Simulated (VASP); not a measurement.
A run of VASP 6.6.1:

Contents of INCAR:

```
  PREC = Accurate
  ENCUT = 520
  EDIFF = 1E-6
  ISMEAR = 0
  SIGMA = 0.1
  LREAL = F
  LASPH = T
  NELM = 100
  ALGO = Normal
  ISIF = 2
  LWAVE = F
  LCHARG = T
  GGA = PE
  LELF = T
  LVHAR = T
  NBANDS = 22
```

KPOINTS

```
Automatic mesh
0
Gamma
  8 8 8
```

Contents of POSCAR:

```
Al7Si
1.0
    0.0000000000      3.8942472091      3.8942472091
    3.8942472091      0.0000000000      3.8942472091
    3.8942472091      3.8942472091      0.0000000000
Al Si
7 1
Direct
    0.0000000000      0.0000000000      0.5000000000
    0.0000000000      0.5000000000      0.0000000000
    0.0000000000      0.5000000000      0.5000000000
    0.5000000000      0.0000000000      0.0000000000
    0.5000000000      0.0000000000      0.5000000000
    0.5000000000      0.5000000000      0.0000000000
    0.5000000000      0.5000000000      0.5000000000
    0.0000000000      0.0000000000      0.0000000000
```

Potentials or basis: VASP PAW PBE potentials, release 64 (Al, Si).

Run with:

```bash
$ cat potpaw_PBE.64/Al/POTCAR potpaw_PBE.64/Si/POTCAR > POTCAR
$ mpirun -np 1 vasp_std > vasp.out
```

Hardware: 1 thread of Intel Xeon 8259CL (shared host).

**Question.** How long does it take, and how much memory?

**Answer.** Wall time 68 s on 1 thread of Intel Xeon 8259CL, with other jobs on the host, peak memory 0.27 GiB. Counts: scf iterations 10, k points 29.
